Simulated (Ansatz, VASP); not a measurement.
**SiMo3: VASP beside Ansatz**

```xyz
8
Lattice="4.8890 0.0000 0.0000 0.0000 4.8890 0.0000 0.0000 0.0000 4.8890" Properties=species:S:1:pos:R:3 pbc="T T T"
Si    0.0000    0.0000    0.0000
Si    2.4445    2.4445    2.4445
Mo    1.2223    0.0000    2.4445
Mo    2.4445    3.6668    0.0000
Mo    3.6668    0.0000    2.4445
Mo    2.4445    1.2223    0.0000
Mo    0.0000    2.4445    3.6668
Mo    0.0000    2.4445    1.2223
```

Alike in both runs: task relaxation of cell and atoms; functional PBE; k mesh 7 × 7 × 7; occupations fermi-dirac, width 0.1 eV; no spin polarisation.

|  | VASP | Ansatz |
| --- | --- | --- |
| version | VASP 6.6.1 | Ansatz 0.2.0 |
| potentials or method | VASP PAW PBE potentials, release 64 (Si, Mo_sv), cutoff 600 eV | PAW plane waves |
| valence electrons in the cell | 92 | 92 |

|  | VASP | Ansatz | Ansatz less VASP |
| --- | --- | --- | --- |
| gap on the k mesh at the Fermi level, each at its own relaxed structure (eV) | none | none | - |
| relaxed volume (Å³/atom) | 14.78 | 14.76 | -0.025 |
| relaxed cell length with the largest relative difference (Å) | 4.908 | 4.905 | -0.0027 |

A gap of «none» marks a metal or a gap that the smearing closes.
